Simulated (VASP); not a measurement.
A run of VASP 6.6.1:

INCAR

```
PREC = Accurate
ENCUT = 520
EDIFF = 1E-7
ISMEAR = 0
SIGMA = 0.05
LREAL = False
LASPH = True
NELM = 100
ALGO = Normal
ISIF = 2
LWAVE = False
LCHARG = False
GGA = PE
NBANDS = 14
```

Contents of KPOINTS:

```
Automatic mesh
0
Gamma
  18 18 10
```

Contents of POSCAR:

```
Re
1.0
    2.7558517175      0.0000000000      0.0000000000
   -1.3779258587      2.3866375964      0.0000000000
    0.0000000000      0.0000000000      4.4551423345
Re
2
Direct
    0.3333333333      0.6666666667      0.2500000000
    0.6666666667      0.3333333333      0.7500000000
```

Potentials or basis: VASP PAW PBE potentials, release 64 (Re).

Run with:

```sh
$ cat potpaw_PBE.64/Re/POTCAR > POTCAR
$ mpirun -np 1 vasp_std > vasp.out
```

Hardware: 1 thread of AMD EPYC 9R45 96-Core Processor (Zen 5) (shared host).

How long does it take, and how much memory?

Run time: 57 s on 1 thread of AMD EPYC 9R45 96-Core Processor (Zen 5), on a shared host, peak memory 0.17 GiB. Counts: scf iterations 13, k points 222.
